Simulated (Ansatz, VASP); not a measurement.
# CaMg: VASP beside Ansatz

Contents of INCAR:

```
SYSTEM = CaMg
PREC     = Accurate       ! precision mode
ENCUT    = 520            ! plane-wave cutoff, eV
EDIFF    = 1E-7           ! SCF threshold, eV
ISMEAR   = 0              ! smearing method
SIGMA    = 0.15           ! smearing width, eV
LREAL    = .False.        ! projectors in reciprocal space
LASPH    = .True.         ! aspherical terms in the spheres
NELM     = 100            ! most SCF steps
ALGO     = Fast           ! electronic algorithm
ISIF     = 2              ! what is computed and relaxed
LWAVE    = .False.        ! write WAVECAR
LCHARG   = .False.        ! write CHGCAR
NBANDS   = 13             ! bands
```

KPOINTS

```
Automatic mesh
0
Gamma
  14 14 14
  0 0 0
```

File POSCAR:

```
CaMg
1.0
    3.6619305481      0.0000000000      0.0000000000
    0.0000000000      3.6619305481      0.0000000000
    0.0000000000      0.0000000000      4.5114984353
Ca Mg
1 1
Direct
    0.0000000000      0.0000000000      0.0000000000
    0.5000000000      0.5000000000      0.5000000000
```

Input for Ansatz:

```yaml
crystal:
  lattice:
    - [3.6619305481, 0.0, 0.0]
    - [0.0, 3.6619305481, 0.0]
    - [0.0, 0.0, 4.5114984353]
  atoms:
    - { symbol: Ca, position: [0.0, 0.0, 0.0] }
    - { symbol: Mg, position: [0.5, 0.5, 0.5] }
basis:
  ecutwfc: 520.0
kpoints:
  mp_grid: { grid: [14, 14, 14] }
hamiltonian:
  xc: lda
scf:
  occupations: { method: gaussian, width: 0.15 }
output:
  forces: true
  stress: true
  eigenvalues: true
```

Alike in both runs: task single point; functional LDA; k mesh 14 × 14 × 14; occupations gaussian, width 0.15 eV; no spin polarisation.

```csv
,VASP,Ansatz
version,VASP 6.6.1,Ansatz 0.2.0
potentials or method,"VASP PAW LDA potentials, release 64 (Ca_sv, Mg), cutoff 520 eV","scalar-relativistic, plane waves, PAW"
valence electrons in the cell,12,20
```

|  | VASP | Ansatz | Ansatz less VASP |
| --- | --- | --- | --- |
| gap on the k mesh at the Fermi level (eV) | none | none | - |
| pressure (GPa) | -1.4 | -1.3 | +0.16 |
| traceless stress, the component that is largest in VASP (GPa) | -0.81 | -0.78 | +0.031 |

LDA's correlation is that of Perdew and Zunger in VASP and of Perdew and Wang (1992) in Ansatz. A gap of «none» marks a metal or a gap that the smearing closes. VASP's potentials hold 12 valence electrons a cell and Ansatz's 20, so a difference there can come from the potentials and not from the codes.
